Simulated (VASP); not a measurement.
A run of VASP 6.6.1:

Contents of POSCAR:

```
InSe
1.0
    5.9030647348     -2.0816869103      0.0000000000
    5.9030647348      2.0816869103      0.0000000000
   -1.7459097331      0.0000000000      4.8341359509
In Se
2 2
Direct
    0.8882032500      0.8882032500      0.0468413600
    0.1117967500      0.1117967500      0.9531586400
    0.6609275900      0.6609275900      0.6689556200
    0.3390724100      0.3390724100      0.3310443800
```

The input INCAR.step1:

```
PREC     = Accurate       # precision mode
ENCUT    = 520            # plane-wave cutoff, eV
ISMEAR   = -1             # smearing method
SIGMA    = 0.05           # smearing width, eV
LREAL    = F              # projectors in reciprocal space
LASPH    = T              # aspherical terms in the spheres
NELM     = 100            # most SCF steps
NBANDS   = 27             # bands
GGA      = PE             # functional
ALGO     = Normal         # electronic algorithm
EDIFF    = 1E-4           # SCF threshold, eV
LWAVE    = T              # write WAVECAR
LCHARG   = F              # write CHGCAR
```

File INCAR.step2:

```
PREC     = Accurate       # precision mode
ENCUT    = 520            # plane-wave cutoff, eV
EDIFF    = 1E-6           # SCF threshold, eV
ISMEAR   = -1             # smearing method
SIGMA    = 0.05           # smearing width, eV
LREAL    = F              # projectors in reciprocal space
LASPH    = T              # aspherical terms in the spheres
NELM     = 100            # most SCF steps
ALGO     = Normal         # electronic algorithm
ISIF     = 2              # what is computed and relaxed
LWAVE    = F              # write WAVECAR
LCHARG   = F              # write CHGCAR
METAGGA  = R2SCAN         # meta-GGA
LMIXTAU  = T            
NBANDS   = 27             # bands
ISTART   = 1
```

KPOINTS

```
regular mesh
0
Gamma
  7 7 6
```

Potentials or basis: VASP PAW PBE potentials, release 64 (In_d, Se).

Launch:

```sh
$ cat potpaw_PBE.64/In_d/POTCAR potpaw_PBE.64/Se/POTCAR > POTCAR
$ cp INCAR.step1 INCAR
$ mpirun -np 1 vasp_std > vasp.out
$ cp INCAR.step2 INCAR
$ mpirun -np 1 vasp_std > vasp.out
```

Hardware: 1 thread of Intel(R) Xeon(R) Platinum 8259CL CPU @ 2.50GHz (Skylake/Cascade Lake) (shared host).

Question: How long does it take, and how much memory?

Answer: Run time: 16 min on 1 thread of Intel(R) Xeon(R) Platinum 8259CL CPU @ 2.50GHz (Skylake/Cascade Lake), on a shared host, peak memory 0.49 GiB. Counts: k points 88.
